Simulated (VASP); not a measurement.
Input of a VASP 6.6.1 run:

The input INCAR:

```
SYSTEM = CuGe6
ALGO = Normal
EDIFF = 1E-6
ENCUT = 600
GGA = PE
GGA_COMPAT = .FALSE.
ISIF = 2
ISMEAR = 0
LASPH = .TRUE.
LCHARG = .FALSE.
LREAL = .FALSE.
LWAVE = .FALSE.
NBANDS = 56
NELM = 120
PREC = Accurate
SIGMA = 0.1
```

The input KPOINTS:

```
k-points
0
G
  4 4 4
  0 0 0
```

File POSCAR:

```
CuGe6
1.0
   -3.5434917244      3.5434917244      3.5434917244
    3.5434917244     -3.5434917244      3.5434917244
    3.5434917244      3.5434917244     -3.5434917244
Cu Ge
1 6
Direct
    0.0000000000      0.0000000000      0.0000000000
    0.0000000000      0.6662933279      0.6662933279
    0.0000000000      0.3337066721      0.3337066721
    0.6662933279      0.0000000000      0.6662933279
    0.3337066721      0.0000000000      0.3337066721
    0.6662933279      0.6662933279      0.0000000000
    0.3337066721      0.3337066721      0.0000000000
```

Potentials or basis: VASP PAW PBE potentials, release 64 (Cu, Ge_d).

Run with:

```console
$ cat potpaw_PBE.64/Cu/POTCAR potpaw_PBE.64/Ge_d/POTCAR > POTCAR
$ mpirun -np 1 vasp_std > vasp.out
```

Problem. Estimate the largest force.

Solution. 0.010 eV/Å.

Problem. Estimate the pressure.

Solution. 0.1 GPa.

Problem. Predict the band gap on the k mesh.

Solution. Zero (an odd number of electrons rules out a gap without spin polarisation).

Forces on the atoms (eV/Å):
```
Cu   0.000  0.000  0.000
Ge  -0.010  0.000  0.000
Ge   0.010  0.000  0.000
Ge   0.000 -0.010  0.000
Ge   0.000  0.010  0.000
Ge   0.000  0.000 -0.010
Ge   0.000  0.000  0.010
```
